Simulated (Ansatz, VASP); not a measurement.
Cr: VASP beside Ansatz

```
Cr
1.0
     1.38498   -4.36746    0.00000
     1.38498    4.36746    0.00000
     0.00000    0.00000    3.98394
Cr
4
Direct
  0.63133 0.36867 0.50000
  0.86867 0.13133 0.00000
  0.36867 0.63133 0.50000
  0.13133 0.86867 0.00000
```

Alike in both runs: functional PBE; k mesh 16 × 16 × 10; occupations gaussian, width 0.1 eV; no spin polarisation.

Ansatz relaxed the structure, and its values are those at the end. VASP's run is a single point on that final structure, the one shown.

|  | VASP | Ansatz |
| --- | --- | --- |
| version | VASP 6.6.1 | Ansatz 0.2.0 |
| potentials or method | VASP PAW PBE potentials, release 64 (Cr_pv), cutoff 520 eV | scalar-relativistic, plane waves, PAW |
| valence electrons in the cell | 48 | 56 |

```csv
,VASP,Ansatz,Ansatz less VASP
gap on the k mesh at the Fermi level (eV),none,none,-
pressure (GPa),-0.2,0.1,+0.32
rms of the force components (eV/Å),0.009,0.000,-0.0085
```

A gap of «none» marks a metal or a gap that the smearing closes. With one functional, cell and mesh, what is left measures potentials, basis and numerics. VASP's potentials hold 48 valence electrons a cell and Ansatz's 56, so a difference there can come from the potentials and not from the codes. Ansatz's warnings: structure snapped to symmetry.
